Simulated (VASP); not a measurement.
Here is a VASP 6.6.1 calculation.

Contents of INCAR:

```
SYSTEM = Dy2BiP3
PREC = Accurate
ENCUT = 500
EDIFF = 1E-6
ISMEAR = 0
SIGMA = 0.1
LREAL = .FALSE.
LASPH = .TRUE.
NELM = 200
ALGO = Normal
ISIF = 2
LWAVE = .FALSE.
LCHARG = .TRUE.
GGA = PE
LELF = .TRUE.
LVHAR = .TRUE.
NBANDS = 33
GGA_COMPAT = .FALSE.
LMAXMIX = 6
```

The input KPOINTS:

```
Automatic mesh
0
G
  6 6 2
  0 0 0
```

POSCAR

```
Dy2BiP3
1.0
    4.5959361500      0.0000000000      0.0000000000
   -2.2979680700      3.9801974600      0.0000000000
    0.0000000000      0.0000000000     10.0120109900
Dy Bi P
2 1 3
Direct
    0.3333333300      0.6666666700      0.2516720000
    0.3333333300      0.6666666700      0.7483280000
    0.6666666700      0.3333333300      0.0000000000
    0.6666666700      0.3333333300      0.5000000000
    0.0000000000      0.0000000000      0.0000000000
    0.0000000000      0.0000000000      0.5000000000
```

Potentials or basis: VASP PAW PBE potentials, release 64 (Dy_3, Bi_d, P), 4f in core.

The run is started by

```sh
$ cat potpaw_PBE.64/Dy_3/POTCAR potpaw_PBE.64/Bi_d/POTCAR potpaw_PBE.64/P/POTCAR > POTCAR
$ mpirun -np 1 vasp_std > vasp.out
```

Task: Predict the pressure.

Result: -8.7 GPa.

Task: What does it give for the band gap on the k mesh?

Result: Zero (bands 24 and 25 overlap by 1.61 eV).

Stress tensor (GPa, compression positive):
```
 -5.35   0.00   0.00
  0.00  -5.35   0.00
  0.00   0.00 -15.45
```

Caveat: the stress differs along the axes, from -15 to -5 GPa; spin-orbit coupling is left out, which moves the levels of the heavy elements; the 4f electrons are frozen in the core, so they carry no moment and show no levels. Spin polarisation is off, so any magnetic state and its effect on volume and gap are missing.
